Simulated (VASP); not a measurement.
# Pd (I4/mmm) in VASP: a series of runs

Pd is run at these levels: PBEsol; tasks: single point.

Everything below comes from runs of VASP 6.6.1. Logs are shortened: lines on timing, memory, paths and dates and some standing lists are left out, and cuts for length are marked.

## Step 1: The cell of the first run

The structure is tetragonal, space group I4/mmm (No. 139). Conventional cell: a = 3.530 Å, b = 3.530 Å, c = 2.496 Å, α = 90.00°, β = 90.00°, γ = 90.00°. Within 3.3 Å of Pd (site symmetry 4/mmm) lie 10 Pd at 2.50 to 2.79 Å.

## Step 2: Single point, PBEsol

The input, INCAR:

```
SYSTEM = Pd
PREC     = Accurate       ! precision mode
ENCUT    = 520            ! plane-wave cutoff, eV
EDIFF    = 1E-7           ! SCF threshold, eV
ISMEAR   = 0              ! smearing method
SIGMA    = 0.15           ! smearing width, eV
LREAL    = .False.        ! projectors in reciprocal space
LASPH    = .True.         ! aspherical terms in the spheres
NELM     = 100            ! most SCF steps
ALGO     = Fast           ! electronic algorithm
ISIF     = 2              ! what is computed and relaxed
LWAVE    = .False.        ! write WAVECAR
LCHARG   = .False.        ! write CHGCAR
GGA      = PS             ! functional
NBANDS   = 11             ! bands
```

The input, KPOINTS:

```
regular mesh
0
Gamma
  24 24 24
  0 0 0
```

The input, POSCAR:

```
Pd
1.0
   -1.7649145970      1.7649145970      1.2477946201
    1.7649145970     -1.7649145970      1.2477946201
    1.7649145970      1.7649145970     -1.2477946201
Pd
1
Direct
    0.0000000000      0.0000000000      0.0000000000
```

Potentials or basis: VASP PAW PBE potentials, release 64 (Pd).

The run is started by

```
$ cat potpaw_PBE.64/Pd/POTCAR > POTCAR
$ mpirun -np 1 vasp_std > vasp.out
```

OUTCAR:

```text
SYSTEM = Pd
   PREC = Accurate
   ENCUT = 520
   EDIFF = 1E-7
   ISMEAR = 0
   LREAL = .False.
   LASPH = .True.
   NELM = 100
   ISIF = 2
   GGA = PS

 ion  position               nearest neighbor table
   1  0.000  0.000  0.000-

  LATTYP: Found a body centered tetragonal cell.
 ALAT       =     3.5298291940
 C/A-ratio  =     0.7070000000

  Lattice vectors:

 A1 = (  -1.7649145970,   1.7649145970,   1.2477946201)
 A2 = (   1.7649145970,  -1.7649145970,   1.2477946201)
 A3 = (   1.7649145970,   1.7649145970,  -1.2477946201)

Analysis of symmetry for initial positions (statically):
=====================================================================
 Subroutine PRICEL returns:
 Original cell was already a primitive cell.

 Routine SETGRP: Setting up the symmetry group for a
 body centered tetragonal supercell.

 Subroutine GETGRP returns: Found 16 space group operations
 (whereof 16 operations were pure point group operations)
 out of a pool of 16 trial point group operations.

The static configuration has the point symmetry D_4h.

Analysis of symmetry for dynamics (positions and initial velocities):
=====================================================================
 Subroutine PRICEL returns:
 Original cell was already a primitive cell.

 Routine SETGRP: Setting up the symmetry group for a
 body centered tetragonal supercell.

 Subroutine GETGRP returns: Found 16 space group operations
 (whereof 16 operations were pure point group operations)
 out of a pool of 16 trial point group operations.

The dynamic configuration has the point symmetry D_4h.

 Subroutine INISYM returns: Found 16 space group operations
 (whereof 16 operations are pure point group operations),
 and found     1 'primitive' translations

----------------------------------------------------------------------------------------

                                     Primitive cell

  volume of cell :      15.5471

  direct lattice vectors                    reciprocal lattice vectors
    -1.764914597  1.764914597  1.247794620     0.000000000  0.283299827  0.400706969
     1.764914597 -1.764914597  1.247794620     0.283299827  0.000000000  0.400706969
     1.764914597  1.764914597 -1.247794620     0.283299827  0.283299827  0.000000000

  length of vectors
     2.790490724  2.790490724  2.790490724     0.490739103  0.490739103  0.400646458

  position of ions in fractional coordinates (direct lattice)
     0.000000000  0.000000000  0.000000000

[... 76 lines left out ...]
   LREAL  =      F    real-space projection
   EDIFFG = 0.1E-05   stopping-criterion for IOM
   NSW    =      0    number of steps for IOM
   IBRION =     -1    ionic relax: 0-MD 1-quasi-New 2-CG
   NFREE  =      0    steps in history (QN), initial steepest desc. (CG)
   ISIF   =      2    stress and relaxation
   ISYM   =      2    0-nonsym 1-usesym 2-fastsym
   POTIM  = 0.5000    time-step for ionic-motion
   TEBEG  =    0.0;   TEEND  =   0.0 temperature during run
   PSTRESS=    0.0 pullay stress
   NELECT =      10.0000    total number of electrons
   NUPDOWN=      -1.0000    fix difference up-down
   EMIN   =  10.00;   EMAX   =-10.00  energy-range for DOS
   EFERMI =   0.00;   METHOD = LEGACY
   ISMEAR =     0;   SIGMA  =   0.15  broadening in eV -4-tet -1-fermi 0-gaus
   EFERMI_NEDOS =   21; number of points for ismear=-14 and -15
   IALGO  =     68    algorithm
   IMIX   =      4    mixing-type and parameters
     AMIX     =   0.40;   BMIX     =  1.00
     AMIX_MAG =   1.60;   BMIX_MAG =  1.00
  volume/ion in A,a.u.               =      15.55       104.92
  Fermi-wavevector in a.u.,A,eV,Ry     =   1.413160  2.670485 27.171123  1.997021
  Thomas-Fermi vector in A             =   2.534834
   LORBIT       =      0    0 simple, 1 ext, 2 COOP (PROOUT), +10 PAW based schemes
   GGA     = PS    functional components
   LHFCALC =     F    Hartree Fock is set to
   AEXX    =    0.0000 exact exchange contribution
   IVDW    =     0    specifies the selected vdW correction
   LEPSILON=     F    determine dielectric tensor
   LRPA    =     F    only Hartree local field effects (RPA)
 non-spin polarized calculation
 RMM-DIIS sequential band-by-band and
 Gauss-broadening in eV      SIGMA  =   0.15
  energy-cutoff  :      520.00
  volume of cell :       15.55
 maximum number of plane-waves:       449
 NGX is ok and might be reduce to    24
   NGX = 11   NGY = 11   NGZ = 11

 number of electron      10.0000001 magnetization

 Free energy of the ion-electron system (eV)
  ---------------------------------------------------
  ext. energy  EPLUGINS =         0.00000000
  ---------------------------------------------------
  free energy    TOTEN  =        -5.72128198 eV

  energy without entropy =       -5.70240055  energy(sigma->0) =       -5.71184127

 E-fermi :   8.8181     XC(G=0): -13.0106

 val. band max:        8.8174022365   @ k =  -0.2083  -0.4583   0.1667
 cond. band min:       8.8183297916   @ k =  -0.1667   0.5000   0.1250
 fundamental gap:      0.0009275551
 Fermi energy:         8.8180679130

 k-point     1 :       0.0000    0.0000    0.0000
  band No.  band energies     occupation
      1       1.9455      2.00000
      2       4.8653      2.00000
      3       5.2347      2.00000
      4       7.4696      2.00000
      5       7.4696      2.00000
      6       8.5281      1.99374
      7      25.3228      0.00000
      8      25.3228      0.00000
      9      33.5869      0.00000
     10      34.8167      0.00000
     11      35.1460      0.00000
[... 309 lines left out ...]
 k-point    24 :       0.4583    0.0417   -0.0000
  band No.  band energies     occupation
      1       3.7549      2.00000
      2       4.2999      2.00000
      3       7.5854      2.00000
      4       8.6447      1.89795
      5       9.2872      0.00001
      6      11.7406      0.00000
      7      18.3931      0.00000
      8      22.9305      0.00000
      9      23.6776      0.00000
     10      31.3685      0.00000
     11      31.7197      0.00000

 [... further k-points ...]
[... 5 lines left out ...]
  --------------------------------------------------------------------------------------
  -------------------------------------------------------------------------------------
  Total       -1.3789909     -1.3789909      2.1156652      0.0000000     -0.0000000      0.0000000
  in kB     -142.1089663   -142.1089663    218.0253727      0.0000000     -0.0000000      0.0000000
  external PRESSURE =     -22.0641866 kB  Pullay stress =       0.0000000 kB

 VOLUME and BASIS-vectors are now :
 -----------------------------------------------------------------------------
  energy-cutoff  :      520.00
  volume of cell :       15.55
      direct lattice vectors                 reciprocal lattice vectors
    -1.764914597  1.764914597  1.247794620     0.000000000  0.283299827  0.400706969
     1.764914597 -1.764914597  1.247794620     0.283299827  0.000000000  0.400706969
     1.764914597  1.764914597 -1.247794620     0.283299827  0.283299827  0.000000000

 POSITION                                       TOTAL-FORCE (eV/Angst)
 -----------------------------------------------------------------------------------
      0.00000      0.00000      0.00000         0.000000      0.000000      0.000000
 -----------------------------------------------------------------------------------
    total drift:                                0.000000      0.000000      0.000000

  FREE ENERGIE OF THE ION-ELECTRON SYSTEM (eV)
  ---------------------------------------------------
  free  energy   TOTEN  =        -5.7212819805 eV

  energy  without entropy=       -5.7024005514  energy(sigma->0) =       -5.71184127
```

Run time: 2.2 min. Hardware: 1 thread of AMD EPYC 9R45 (Zen 5), shared host; peak memory 0.27 GiB.

What came out:

* Free energy: -5.7213 eV
* Pressure: -2.2 GPa
* Band gap on the k mesh: zero (bands 5 and 6 overlap by 1.45 eV)

Caveat: the stress differs along the axes, from -14 to 22 GPa; the PAW data sets were made with another functional, which shifts forces and pressure a little.

## Step 3: Single point, PBEsol

INCAR: that of step 2 with these lines changed.

```diff
@@ -3,3 +3,3 @@
 ENCUT    = 520            ! plane-wave cutoff, eV
-EDIFF    = 1E-7           ! SCF threshold, eV
+EDIFF    = 1E-6           ! SCF threshold, eV
 ISMEAR   = 0              ! smearing method
@@ -8,3 +8,3 @@
 LASPH    = .True.         ! aspherical terms in the spheres
-NELM     = 100            ! most SCF steps
+NELM     = 80             ! most SCF steps
 ALGO     = Fast           ! electronic algorithm
```

The input, KPOINTS:

```
Automatic mesh
0
Gamma
  24 24 24
  0 0 0
```

The input, POSCAR:

```
Pd
1.0
   -1.6598054683      1.6598054683      1.4108346480
    1.6598054683     -1.6598054683      1.4108346480
    1.6598054683      1.6598054683     -1.4108346480
Pd
1
Direct
    0.0000000000      0.0000000000      0.0000000000
```

Potentials or basis: VASP PAW PBE potentials, release 64 (Pd).

The run is started by

```
$ cat potpaw_PBE.64/Pd/POTCAR > POTCAR
$ mpirun -np 1 vasp_std > vasp.out
```

OUTCAR:

```text
SYSTEM = Pd
   PREC = Accurate
   ENCUT = 520
   EDIFF = 1E-6
   ISMEAR = 0
   LREAL = .False.
   LASPH = .True.
   NELM = 80
   ISIF = 2
   GGA = PS

 ion  position               nearest neighbor table
   1  0.000  0.000  0.000-

  LATTYP: Found a body centered tetragonal cell.
 ALAT       =     3.3196109366
 C/A-ratio  =     0.8500000000

  Lattice vectors:

 A1 = (  -1.6598054683,   1.6598054683,   1.4108346480)
 A2 = (   1.6598054683,  -1.6598054683,   1.4108346480)
 A3 = (   1.6598054683,   1.6598054683,  -1.4108346480)

Analysis of symmetry for initial positions (statically):
=====================================================================
 Subroutine PRICEL returns:
 Original cell was already a primitive cell.

 Routine SETGRP: Setting up the symmetry group for a
 body centered tetragonal supercell.

 Subroutine GETGRP returns: Found 16 space group operations
 (whereof 16 operations were pure point group operations)
 out of a pool of 16 trial point group operations.

The static configuration has the point symmetry D_4h.

Analysis of symmetry for dynamics (positions and initial velocities):
[... 170 lines left out ...]
      2       5.3672      2.00000
      3       6.5258      2.00000
      4       6.5258      2.00000
      5       6.9276      2.00000
      6       8.3552      1.99994
      7      26.8861      0.00000
      8      26.8861      0.00000
      9      30.5376      0.00000
     10      35.4102      0.00000
     11      35.5638      0.00000
[... 309 lines left out ...]
 k-point    24 :       0.4583    0.0417    0.0000
  band No.  band energies     occupation
      1       3.8304      2.00000
      2       4.5899      2.00000
      3       7.6614      2.00000
      4       8.6854      1.63511
      5       9.0471      0.01228
      6      10.8515      0.00000
      7      17.0358      0.00000
      8      23.1059      0.00000
      9      24.6336      0.00000
     10      31.7266      0.00000
     11      32.5996      0.00000

 [... further k-points ...]

------------------------ aborting loop because EDIFF is reached ----------------------------------------

  FORCE on cell =-STRESS in cart. coord.  units (eV):
  Direction    XX          YY          ZZ          XY          YZ          ZX
  --------------------------------------------------------------------------------------
  -------------------------------------------------------------------------------------
  Total       -0.9619897     -0.9619897     -0.8967127      0.0000000      0.0000000      0.0000000
  in kB      -99.1358043    -99.1358043    -92.4088162      0.0000000      0.0000000      0.0000000
  external PRESSURE =     -96.8934749 kB  Pullay stress =       0.0000000 kB

 VOLUME and BASIS-vectors are now :
 -----------------------------------------------------------------------------
  energy-cutoff  :      520.00
  volume of cell :       15.55
      direct lattice vectors                 reciprocal lattice vectors
    -1.659805468  1.659805468  1.410834648     0.000000000  0.301240121  0.354400142
     1.659805468 -1.659805468  1.410834648     0.301240121  0.000000000  0.354400142
     1.659805468  1.659805468 -1.410834648     0.301240121  0.301240121  0.000000000

 POSITION                                       TOTAL-FORCE (eV/Angst)
 -----------------------------------------------------------------------------------
      0.00000      0.00000      0.00000        -0.000000      0.000000     -0.000000
 -----------------------------------------------------------------------------------
    total drift:                                0.000000     -0.000000      0.000000

  FREE ENERGIE OF THE ION-ELECTRON SYSTEM (eV)
  ---------------------------------------------------
  free  energy   TOTEN  =        -5.8919631119 eV

  energy  without entropy=       -5.8722812081  energy(sigma->0) =       -5.88212216
```

Run time: 66 s. Hardware: 1 thread of AMD EPYC 9R45 (Zen 5), shared host; peak memory 0.25 GiB.

Results:

- Free energy: -5.8920 eV
- Pressure: -9.7 GPa
- Band gap on the k mesh: zero (bands 5 and 6 overlap by 1.40 eV)

Stress tensor (GPa, compression positive):
```
-9.91  0.00  0.00
 0.00 -9.91  0.00
 0.00  0.00 -9.24
```

Caveat: the cell stands under tension; the PAW data sets were made with another functional, which shifts forces and pressure a little.

## Step 4: Single point, PBEsol

The input, INCAR:

```
ALGO = Fast ; EDIFF = 1E-6
ENCUT = 520 ; GGA = PS
ISIF = 2 ; ISMEAR = 0
LASPH = True ; LCHARG = True
LELF = True ; LREAL = False
LVHAR = True ; LWAVE = False
NBANDS = 11 ; NELM = 100
PREC = Accurate ; SIGMA = 0.15
```

The input, KPOINTS:

```
k-points
0
Gamma
  24 24 24
```

The input, POSCAR:

```
Pd
1.0
   -1.4795730685      1.4795730685      1.7754876822
    1.4795730685     -1.4795730685      1.7754876822
    1.4795730685      1.4795730685     -1.7754876822
Pd
1
Direct
    0.0000000000      0.0000000000      0.0000000000
```

The run is started by

```
$ cat potpaw_PBE.64/Pd/POTCAR > POTCAR
$ mpirun -np 1 vasp_std > vasp.out
```

Wall time 74 s (1 thread of AMD EPYC 9R45 (Zen 5), shared host); peak memory 0.25 GiB.

It converged, with:

- Free energy: -5.9111 eV
- Pressure: -10.7 GPa
- Band gap on the k mesh: zero (bands 5 and 6 overlap by 1.57 eV)

Stress tensor (GPa, compression positive):
```
-11.88   0.00   0.00
  0.00 -11.88   0.00
  0.00   0.00  -8.44
```

Levels at points of the mesh, in eV from the Fermi level:
```tsv
k point	band 3	band 4	band 5	band 6	band 7	band 8
(0.00, 0.00, 0.00)	-2.90	-1.89	-1.69	-0.63	17.56	20.40
(0.50, 0.00, 0.00)	-1.88	-0.36	0.32	1.12	7.01	15.86
(0.50, 0.50, 0.00)	-0.23	-0.20	0.57	2.31	8.83	13.63
(0.50, 0.50, 0.50)	0.01	0.28	0.28	5.62	10.91	10.91
```

Caveat: the cell stands under tension; the PAW data sets were made with another functional, which shifts forces and pressure a little.

## Step 5: The runs side by side

```tsv
cell	further INCAR settings	gap on the mesh (eV)	pressure (GPa)
a = 2.790 Å, angles 101.5, 101.5, 126.9°, 1 atom	ALGO = Fast; EDIFF = 1e-07; NBANDS = 11	none	-2.2
a = 2.739 Å, angles 105.4, 105.4, 118.0°, 1 atom	ALGO = Fast; EDIFF = 1e-06; NBANDS = 11	none	-9.7
a = 2.744 Å, angles 114.7, 114.7, 99.4°, 1 atom	ALGO = Fast; EDIFF = 1e-06; NBANDS = 11	none	-10.7
```

Alike in all rows: task single point; level PBEsol; potentials or basis VASP PAW PBE potentials, release 64 (Pd); no spin polarisation; k mesh 24 × 24 × 24; cutoff (eV) 520; smearing gaussian 0.15 eV.

Caveats: the PAW data sets were made with another functional, which shifts forces and pressure a little; the cell stands under tension (at least some runs); the stress differs along the axes, from -14 to 22 GPa (at least some runs).

Absolute energies hang on the potentials; compare differences alone.
